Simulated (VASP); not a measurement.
# NbTe (CsCl type) (Pm-3m) in VASP: notebook

Aim: see how the results for NbTe (CsCl type) move with the level of theory and the settings. Levels: PBEsol, PBE. Tasks: single point.

All numbers are computed with VASP 6.6.1; they aren't measurements. Logs are shortened: lines on timing, memory, paths and dates and some standing lists are left out, and cuts for length are marked.

**1. The cell of the first run**

It takes space group Pm-3m (No. 221, cubic). Conventional cell: a = 2.594 Å, b = 2.594 Å, c = 2.594 Å, α = 90.00°, β = 90.00°, γ = 90.00°. Nb (site symmetry m-3m) has 8 Te at 2.25 Å and 6 Nb at 2.59 Å within 3.0 Å. Te (site symmetry m-3m) has 8 Nb at 2.25 Å and 6 Te at 2.59 Å within 3.0 Å.

**2. Single point, PBEsol**

INCAR reads:

```
  ALGO = Normal
  EDIFF = 1E-7
  ENCUT = 520
  GGA = PS
  ISIF = 2
  ISMEAR = -1
  LASPH = True
  LCHARG = False
  LREAL = False
  LWAVE = False
  NBANDS = 16
  NELM = 60
  PREC = Accurate
  SIGMA = 0.1
```

KPOINTS reads:

```
k-points
0
Gamma
  12 12 12
```

POSCAR reads:

```
NbTe
1.0
    2.5938441046      0.0000000000      0.0000000000
    0.0000000000      2.5938441046      0.0000000000
    0.0000000000      0.0000000000      2.5938441046
Nb Te
1 1
Direct
    0.0000000000      0.0000000000      0.0000000000
    0.5000000000      0.5000000000      0.5000000000
```

Potentials or basis: VASP PAW PBE potentials, release 64 (Nb_sv, Te).

Launch:

```sh
cat potpaw_PBE.64/Nb_sv/POTCAR potpaw_PBE.64/Te/POTCAR > POTCAR
mpirun -np 1 vasp_std > vasp.out
```

OUTCAR:

```text
EDIFF = 1E-7
   ENCUT = 520
   GGA = PS
   ISIF = 2
   ISMEAR = -1
   LASPH = True
   LREAL = False
   NELM = 60
   PREC = Accurate

 ion  position               nearest neighbor table
   1  0.000  0.000  0.000-   2 2.25   2 2.25   2 2.25   2 2.25   2 2.25   2 2.25   2 2.25   2 2.25

   2  0.500  0.500  0.500-   1 2.25   1 2.25   1 2.25   1 2.25   1 2.25   1 2.25   1 2.25   1 2.25

  LATTYP: Found a simple cubic cell.
 ALAT       =     2.5938441046

  Lattice vectors:

 A1 = (   2.5938441046,   0.0000000000,   0.0000000000)
 A2 = (   0.0000000000,   2.5938441046,   0.0000000000)
 A3 = (   0.0000000000,   0.0000000000,   2.5938441046)

Analysis of symmetry for initial positions (statically):
=====================================================================
 Subroutine PRICEL returns:
 Original cell was already a primitive cell.

 Routine SETGRP: Setting up the symmetry group for a
 simple cubic supercell.

 Subroutine GETGRP returns: Found 48 space group operations
 (whereof 48 operations were pure point group operations)
 out of a pool of 48 trial point group operations.

The static configuration has the point symmetry O_h .

Analysis of symmetry for dynamics (positions and initial velocities):
=====================================================================
 Subroutine PRICEL returns:
 Original cell was already a primitive cell.

 Routine SETGRP: Setting up the symmetry group for a
 simple cubic supercell.

 Subroutine GETGRP returns: Found 48 space group operations
 (whereof 48 operations were pure point group operations)
 out of a pool of 48 trial point group operations.

The dynamic configuration has the point symmetry O_h .

 Subroutine INISYM returns: Found 48 space group operations
 (whereof 48 operations are pure point group operations),
 and found     1 'primitive' translations

----------------------------------------------------------------------------------------

                                     Primitive cell

  volume of cell :      17.4515

  direct lattice vectors                    reciprocal lattice vectors
     2.593844105  0.000000000  0.000000000     0.385528181  0.000000000  0.000000000
     0.000000000  2.593844105  0.000000000     0.000000000  0.385528181  0.000000000
     0.000000000  0.000000000  2.593844105     0.000000000  0.000000000  0.385528181

  length of vectors
     2.593844105  2.593844105  2.593844105     0.385528181  0.385528181  0.385528181

  position of ions in fractional coordinates (direct lattice)
     0.000000000  0.000000000  0.000000000
     0.500000000  0.500000000  0.500000000

  ion indices of the primitive-cell ions
   primitive index   ion index
                 1           1
                 2           2

----------------------------------------------------------------------------------------

 KPOINTS: k-points

Automatic generation of k-mesh.
 Grid dimensions read from file:
 generate k-points for:   12   12   12

 Generating k-lattice:

  Cartesian coordinates                     Fractional coordinates (reciprocal lattice)
     0.032127348  0.000000000  0.000000000     0.083333333  0.000000000  0.000000000
     0.000000000  0.032127348  0.000000000     0.000000000  0.083333333  0.000000000
     0.000000000  0.000000000  0.032127348     0.000000000  0.000000000  0.083333333

  Length of vectors
     0.032127348  0.032127348  0.032127348

  Shift w.r.t. Gamma in fractional coordinates (k-lattice)
     0.000000000  0.000000000  0.000000000

 Subroutine IBZKPT returns following result:
 ===========================================

 Found     84 irreducible k-points:

 Following reciprocal coordinates:
            Coordinates               Weight
  0.000000  0.000000  0.000000      1.000000
  0.083333  0.000000  0.000000      6.000000
  0.166667  0.000000  0.000000      6.000000
  0.250000  0.000000  0.000000      6.000000
  0.333333  0.000000  0.000000      6.000000
  0.416667  0.000000  0.000000      6.000000
[... 16 lines left out ...]
  0.333333  0.333333  0.000000     12.000000
  0.416667  0.333333  0.000000     24.000000
 [... further k-points ...]
   k-points           NKPTS =     84   k-points in BZ     NKDIM =     84   number of bands    NBANDS=     16
   number of dos      NEDOS =    301   number of ions     NIONS =      2
   total plane-waves  NPLWV =   8000
   dimension x,y,z NGX =    20 NGY =   20 NGZ =   20
   dimension x,y,z NGXF=    40 NGYF=   40 NGZF=   40
   ions per type =               1   1
   NGX,Y,Z   is equivalent  to a cutoff of  12.82, 12.82, 12.82 a.u.
   NGXF,Y,Z  is equivalent  to a cutoff of  25.64, 25.64, 25.64 a.u.
 SYSTEM =  unknown system
   PREC   = accura    normal or accurate (medium, high low for compatibility)
   ISTART =      0    job   : 0-new  1-cont  2-samecut
   ICHARG =      2    charge: 1-file 2-atom 10-const
   ISPIN  =      1    spin polarized calculation?
   LNONCOLLINEAR =      F non collinear calculations
   LSORBIT =      F    spin-orbit coupling
   LASPH  =      T    aspherical Exc in radial PAW
   ENCUT  =  520.0 eV  38.22 Ry    6.18 a.u.   4.82  4.82  4.82*2*pi/ulx,y,z
   NELM   =     60;   NELMIN=  2; NELMDL= -5     # of ELM steps
   EDIFF  = 0.1E-06   stopping-criterion for ELM
   LREAL  =      F    real-space projection
   EDIFFG = 0.1E-05   stopping-criterion for IOM
   NSW    =      0    number of steps for IOM
   IBRION =     -1    ionic relax: 0-MD 1-quasi-New 2-CG
   NFREE  =      0    steps in history (QN), initial steepest desc. (CG)
   ISIF   =      2    stress and relaxation
   ISYM   =      2    0-nonsym 1-usesym 2-fastsym
   POTIM  = 0.5000    time-step for ionic-motion
   TEBEG  =    0.0;   TEEND  =   0.0 temperature during run
   PSTRESS=    0.0 pullay stress
   NELECT =      19.0000    total number of electrons
   NUPDOWN=      -1.0000    fix difference up-down
   EMIN   =  10.00;   EMAX   =-10.00  energy-range for DOS
   EFERMI =   0.00;   METHOD = LEGACY
   ISMEAR =    -1;   SIGMA  =   0.10  broadening in eV -4-tet -1-fermi 0-gaus
   EFERMI_NEDOS =   21; number of points for ismear=-14 and -15
   IALGO  =     38    algorithm
   IMIX   =      4    mixing-type and parameters
     AMIX     =   0.40;   BMIX     =  1.00
     AMIX_MAG =   1.60;   BMIX_MAG =  1.00
  volume/ion in A,a.u.               =       8.73        58.88
[... 31 lines left out ...]
 Fermi energy:        30.0099643883

 k-point     1 :       0.0000    0.0000    0.0000
  band No.  band energies     occupation
      1     -25.3453      2.00000
      2      -0.9393      2.00000
      3      -0.9393      2.00000
      4      -0.9393      2.00000
      5       9.4664      2.00000
      6      21.7976      2.00000
[... 8 lines left out ...]
     15      41.1554      0.00000
     16      41.1554      0.00000

 k-point     2 :       0.0833    0.0000    0.0000
  band No.  band energies     occupation
      1     -25.3108      2.00000
      2      -1.2669      2.00000
      3      -0.8964      2.00000
      4      -0.8964      2.00000
      5       9.8318      2.00000
      6      21.8302      2.00000
[... 8 lines left out ...]
     15      41.7542      0.00000
     16      41.7542      0.00000

 k-point     3 :       0.1667    0.0000    0.0000
  band No.  band energies     occupation
      1     -25.2154      2.00000
      2      -2.0752      2.00000
      3      -0.7774      2.00000
      4      -0.7774      2.00000
      5      10.7769      2.00000
      6      21.9224      2.00000
[... 8 lines left out ...]
     15      43.4078      0.00000
     16      43.4735      0.00000

 k-point     4 :       0.2500    0.0000    0.0000
  band No.  band energies     occupation
      1     -25.0814      2.00000
      2      -3.0370      2.00000
      3      -0.6109      2.00000
      4      -0.6109      2.00000
      5      12.0480      2.00000
      6      21.7271      2.00000
[... 8 lines left out ...]
     15      43.4768      0.00000
     16      45.9430      0.00000

 k-point     5 :       0.3333    0.0000    0.0000
  band No.  band energies     occupation
      1     -24.9430      2.00000
      2      -3.8895      2.00000
      3      -0.4397      2.00000
      4      -0.4397      2.00000
      5      13.5010      2.00000
      6      20.4212      2.00000
[... 8 lines left out ...]
     15      43.3400      0.00000
     16      47.7144      0.00000

 k-point     6 :       0.4167    0.0000    0.0000
  band No.  band energies     occupation
      1     -24.8388      2.00000
      2      -4.4642      2.00000
      3      -0.3110      2.00000
      4      -0.3110      2.00000
      5      15.0942      2.00000
      6      18.6688      2.00000
[... 8 lines left out ...]
     15      42.9902      0.00000
     16      44.6961      0.00000

 k-point     7 :       0.5000    0.0000    0.0000
  band No.  band energies     occupation
      1     -24.7999      2.00000
      2      -4.6662      2.00000
      3      -0.2632      2.00000
      4      -0.2632      2.00000
      5      16.6571      2.00000
      6      17.0146      2.00000
[... 8 lines left out ...]
     15      42.0304      0.00000
     16      43.5788      0.00000

 k-point     8 :       0.0833    0.0833    0.0000
  band No.  band energies     occupation
      1     -25.2764      2.00000
      2      -1.2993      2.00000
      3      -1.1399      2.00000
      4      -0.8557      2.00000
      5      10.1834      2.00000
      6      21.9203      2.00000
[... 8 lines left out ...]
     15      40.4043      0.00000
     16      42.2780      0.00000

 k-point     9 :       0.1667    0.0833    0.0000
  band No.  band energies     occupation
      1     -25.1808      2.00000
      2      -2.0372      2.00000
      3      -1.0728      2.00000
      4      -0.7431      2.00000
      5      11.0919      2.00000
      6      22.0160      2.00000
[... 8 lines left out ...]
     15      41.5326      0.00000
     16      43.8436      0.00000
[... 172 lines left out ...]
 k-point    19 :       0.2500    0.2500    0.0000
  band No.  band energies     occupation
      1     -24.8156      2.00000
      2      -2.8091      2.00000
      3      -2.3490      2.00000
      4      -0.4219      2.00000
      5      13.6170      2.00000
      6      20.5345      2.00000
[... 8 lines left out ...]
     15      41.2895      0.00000
     16      46.6023      0.00000

 k-point    20 :       0.3333    0.2500    0.0000
  band No.  band energies     occupation
      1     -24.6764      2.00000
      2      -3.4388      2.00000
      3      -2.3048      2.00000
      4      -0.3255      2.00000
      5      14.1189      2.00000
      6      19.8057      2.00000
[... 8 lines left out ...]
     15      42.6489      0.00000
     16      45.9614      0.00000

 k-point    21 :       0.4167    0.2500    0.0000
  band No.  band energies     occupation
      1     -24.5716      2.00000
      2      -3.9761      2.00000
      3      -2.1462      2.00000
      4      -0.2540      2.00000
      5      14.3536      2.00000
      6      19.3958      2.00000
[... 8 lines left out ...]
     15      42.2508      0.00000
     16      46.0247      0.00000

 k-point    22 :       0.5000    0.2500    0.0000
  band No.  band energies     occupation
      1     -24.5326      2.00000
      2      -4.1689      2.00000
      3      -2.0828      2.00000
      4      -0.2277      2.00000
      5      14.4061      2.00000
      6      19.2853      2.00000
[... 8 lines left out ...]
     15      41.0423      0.00000
     16      44.9949      0.00000

 k-point    23 :       0.3333    0.3333    0.0000
  band No.  band energies     occupation
      1     -24.5369      2.00000
      2      -3.3013      2.00000
      3      -2.9903      2.00000
      4      -0.2679      2.00000
      5      13.8415      2.00000
      6      20.0787      2.00000
[... 8 lines left out ...]
     15      42.5295      0.00000
     16      44.6827      0.00000

 k-point    24 :       0.4167    0.3333    0.0000
  band No.  band energies     occupation
      1     -24.4319      2.00000
      2      -3.7088      2.00000
      3      -2.9345      2.00000
      4      -0.2255      2.00000
      5      13.4757      2.00000
      6      20.5194      2.00000
[... 8 lines left out ...]
     15      41.7006      0.00000
     16      45.2603      0.00000

 [... further k-points ...]
[... 5 lines left out ...]
  --------------------------------------------------------------------------------------
  -------------------------------------------------------------------------------------
  Total       73.7601641     73.7601641     73.7601641      0.0000000      0.0000000     -0.0000000
  in kB     6771.7488913   6771.7488913   6771.7488913      0.0000000      0.0000000     -0.0000000
  external PRESSURE =    6771.7488913 kB  Pullay stress =       0.0000000 kB

 VOLUME and BASIS-vectors are now :
 -----------------------------------------------------------------------------
  energy-cutoff  :      520.00
  volume of cell :       17.45
      direct lattice vectors                 reciprocal lattice vectors
     2.593844105  0.000000000  0.000000000     0.385528181  0.000000000  0.000000000
     0.000000000  2.593844105  0.000000000     0.000000000  0.385528181  0.000000000
     0.000000000  0.000000000  2.593844105     0.000000000  0.000000000  0.385528181

 POSITION                                       TOTAL-FORCE (eV/Angst)
 -----------------------------------------------------------------------------------
      0.00000      0.00000      0.00000         0.000000      0.000000      0.000000
      1.29692      1.29692      1.29692         0.000000      0.000000      0.000000
 -----------------------------------------------------------------------------------
    total drift:                               -0.000000      0.000000     -0.000000

  FREE ENERGIE OF THE ION-ELECTRON SYSTEM (eV)
  ---------------------------------------------------
  free  energy   TOTEN  =         7.3570759871 eV

  energy  without entropy=        7.3800216923  energy(sigma->0) =        7.36854884
```

It took 25 s on 1 thread of AMD EPYC 7R43 (Zen 3), shared host; peak memory 0.1 GiB.

The run converged, but its numbers aren't listed here, since they failed a check.

Caveat: the PAW data sets were made with another functional, which shifts forces and pressure a little; spin-orbit coupling is left out, which moves the levels of the heavy elements.

**3. Single point, PBE**

INCAR reads:

```
SYSTEM = NbTe
ALGO = Normal
EDIFF = 1E-7
ENCUT = 520
GGA = PE
ISIF = 2
ISMEAR = -1
LASPH = .True.
LCHARG = .False.
LREAL = .False.
LWAVE = .False.
NBANDS = 16
NELM = 60
PREC = Accurate
SIGMA = 0.1
```

KPOINTS reads:

```
k-points
0
Gamma
  12 12 12
  0 0 0
```

POSCAR is that of step 2.

Potentials or basis: VASP PAW PBE potentials, release 64 (Nb_sv, Te).

Launch:

```sh
cat potpaw_PBE.64/Nb_sv/POTCAR potpaw_PBE.64/Te/POTCAR > POTCAR
mpirun -np 1 vasp_std > vasp.out
```

Run time: 25 s. Hardware: 1 thread of AMD EPYC 7R43 (Zen 3), shared host; peak memory 0.11 GiB.

The run converged, but its numbers aren't listed here, since they failed a check.

Caveat: spin-orbit coupling is left out, which moves the levels of the heavy elements.

**4. Single point, PBEsol (volume scaled by 0.52)**

INCAR reads:

```
SYSTEM = NbTe
PREC = Accurate
ENCUT = 520
EDIFF = 1E-7
ISMEAR = -1
SIGMA = 0.1
LREAL = .FALSE.
LASPH = .TRUE.
NELM = 80
ALGO = Normal
ISIF = 2
LWAVE = .FALSE.
LCHARG = .FALSE.
GGA = PS
NBANDS = 16
```

KPOINTS reads:

```
regular mesh
0
G
  12 12 12
  0 0 0
```

POSCAR reads:

```
NbTe
1.0
    2.7219124192      0.0000000000      0.0000000000
    0.0000000000      2.7219124192      0.0000000000
    0.0000000000      0.0000000000      2.7219124192
Nb Te
1 1
Direct
    0.0000000000      0.0000000000      0.0000000000
    0.5000000000      0.5000000000      0.5000000000
```

Launch:

```sh
cat potpaw_PBE.64/Nb_sv/POTCAR potpaw_PBE.64/Te/POTCAR > POTCAR
mpirun -np 1 vasp_std > vasp.out
```

Run time: 23 s. Hardware: 1 thread of AMD EPYC 7R43 (Zen 3), shared host; peak memory 0.11 GiB.

It converged, with:

- Free energy: -1.6246 eV
- Pressure: 407.3 GPa

Levels at points of the mesh, in eV from the Fermi level:
```
           k point  band 6  band 7  band 8  band 9  band 10  band 11  band 12  band 13
(0.00, 0.00, 0.00)   -6.88   -6.88    0.84    0.84     0.84     2.26     2.26     2.26
(0.50, 0.00, 0.00)  -12.46   -6.03   -5.34   -5.34     1.95     3.50     5.73    10.93
(0.50, 0.50, 0.00)   -6.94   -6.94   -5.00   -1.33    -1.33     3.73     5.96     7.24
(0.50, 0.50, 0.50)  -12.38  -12.38   -9.19    5.83     5.83     5.83     6.45     6.45
```

Caveat: the PAW data sets were made with another functional, which shifts forces and pressure a little; spin-orbit coupling is left out, which moves the levels of the heavy elements.

**5. Single point, PBEsol (volume scaled by 0.52)**

INCAR reads:

```
PREC = Accurate ; ENCUT = 520
EDIFF = 1E-7 ; ISMEAR = -1
SIGMA = 0.1 ; LREAL = False
LASPH = True ; NELM = 60
ALGO = Normal ; ISIF = 2
LWAVE = False ; LCHARG = True
GGA = PS ; LELF = True
LVHAR = True ; NBANDS = 16
```

KPOINTS reads:

```
Automatic mesh
0
Gamma
  12 12 12
```

POSCAR is that of step 4.

Launch:

```sh
cat potpaw_PBE.64/Nb_sv/POTCAR potpaw_PBE.64/Te/POTCAR > POTCAR
mpirun -np 1 vasp_std > vasp.out
```

It took 24 s on 1 thread of AMD EPYC 7R43 (Zen 3), shared host; peak memory 0.11 GiB.

It converged, with:

```yaml
Free_energy: -1.6246 eV
Pressure: 407.3 GPa
```

Levels at points of the mesh, in eV from the Fermi level:
| k point | band 5 | band 6 | band 7 | band 8 | band 9 | band 10 | band 11 | band 12 | band 13 | band 14 |
| --- | --- | --- | --- | --- | --- | --- | --- | --- | --- | --- |
| (0.00, 0.00, 0.00) | -19.66 | -6.88 | -6.88 | 0.84 | 0.84 | 0.84 | 2.26 | 2.26 | 2.26 | 11.77 |
| (0.50, 0.00, 0.00) | -13.61 | -12.46 | -6.03 | -5.34 | -5.34 | 1.95 | 3.50 | 5.73 | 10.93 | 11.04 |
| (0.50, 0.50, 0.00) | -16.31 | -6.94 | -6.94 | -5.00 | -1.33 | -1.33 | 3.73 | 5.96 | 7.24 | 9.65 |
| (0.50, 0.50, 0.50) | -12.38 | -12.38 | -12.38 | -9.19 | 5.83 | 5.83 | 5.83 | 6.45 | 6.45 | 11.74 |

Caveat: the PAW data sets were made with another functional, which shifts forces and pressure a little; spin-orbit coupling is left out, which moves the levels of the heavy elements.

**6. Single point, PBEsol (volume scaled by 0.6)**

INCAR reads:

```
PREC     = Accurate       # precision mode
ENCUT    = 520            # plane-wave cutoff, eV
EDIFF    = 1E-7           # SCF threshold, eV
ISMEAR   = -1             # smearing method
SIGMA    = 0.1            # smearing width, eV
LREAL    = False          # projectors in reciprocal space
LASPH    = True           # aspherical terms in the spheres
NELM     = 80             # most SCF steps
ALGO     = Normal         # electronic algorithm
ISIF     = 2              # what is computed and relaxed
LWAVE    = False          # write WAVECAR
LCHARG   = False          # write CHGCAR
GGA      = PS             # functional
NBANDS   = 16             # bands
```

KPOINTS is that of step 5.

POSCAR reads:

```
NbTe
1.0
    2.8548948428      0.0000000000      0.0000000000
    0.0000000000      2.8548948428      0.0000000000
    0.0000000000      0.0000000000      2.8548948428
Nb Te
1 1
Direct
    0.0000000000      0.0000000000      0.0000000000
    0.5000000000      0.5000000000      0.5000000000
```

Potentials or basis: VASP PAW PBE potentials, release 64 (Nb_sv, Te).

Launch:

```sh
cat potpaw_PBE.64/Nb_sv/POTCAR potpaw_PBE.64/Te/POTCAR > POTCAR
mpirun -np 1 vasp_std > vasp.out
```

It took 36 s on 1 thread of AMD EPYC 7R43 (Zen 3), shared host; peak memory 0.12 GiB.

Results (log left out):

- Free energy: -7.6728 eV
- Pressure: 233.8 GPa

Levels at points of the mesh, in eV from the Fermi level:
```csv
k point,band 6,band 7,band 8,band 9,band 10,band 11,band 12,band 13,band 14,band 15
"(0.00, 0.00, 0.00)",-5.72,-5.72,0.08,0.08,0.08,2.03,2.03,2.03,11.18,11.18
"(0.50, 0.00, 0.00)",-11.50,-4.73,-4.61,-4.61,1.95,3.70,4.90,9.85,10.11,10.11
"(0.50, 0.50, 0.00)",-6.94,-6.94,-4.41,-1.03,-1.03,2.87,5.19,5.41,8.78,9.54
"(0.50, 0.50, 0.50)",-10.84,-10.84,-9.57,4.50,4.50,4.50,5.55,5.55,10.14,10.14
```

Caveat: the PAW data sets were made with another functional, which shifts forces and pressure a little; spin-orbit coupling is left out, which moves the levels of the heavy elements.
